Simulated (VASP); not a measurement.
Wanted: the native input for a VASP 6.6.1 run.

| Quantity | Value |
| --- | --- |
| Task | single point |
| Functional | PBE |
| Potentials or basis | VASP PAW PBE potentials, release 64 (Li_sv, Br) |
| Cutoff | 750 eV |
| k mesh | 10 × 10 × 10 |
| Occupations | gaussian, width 0.05 eV |
| Spin | no spin polarisation |
| Dipole correction | no |
| Further INCAR settings | ALGO = Normal; EDIFF = 1e-06; NBANDS = 12 |

The structure of LiBr lies in POSCAR:

```
LiBr
1.0
    0.0000000000      2.7737267264      2.7737267264
    2.7737267264      0.0000000000      2.7737267264
    2.7737267264      2.7737267264      0.0000000000
Li Br
1 1
Direct
    0.0000000000      0.0000000000      0.0000000000
    0.5000000000      0.5000000000      0.5000000000
```

These files were run (other wordings do the same):

INCAR

```
PREC = Accurate
ENCUT = 750
EDIFF = 1E-6
ISMEAR = 0
SIGMA = 0.05
LREAL = F
LASPH = T
NELM = 120
ALGO = Normal
ISIF = 2
LWAVE = F
LCHARG = F
GGA = PE
NBANDS = 12
GGA_COMPAT = F
```

KPOINTS

```
Automatic mesh
0
Gamma
  10 10 10
```

Potentials or basis: VASP PAW PBE potentials, release 64 (Li_sv, Br).

Run with:

```console
$ cat potpaw_PBE.64/Li_sv/POTCAR potpaw_PBE.64/Br/POTCAR > POTCAR
$ mpirun -np 1 vasp_std > vasp.out
```

It gave:

```
Pressure               : -0.5 GPa
Band gap on the k mesh : 4.83 eV
```

Run time: 48 s on 1 thread of Intel Xeon 8259CL, with other jobs on the host, peak memory 0.22 GiB.
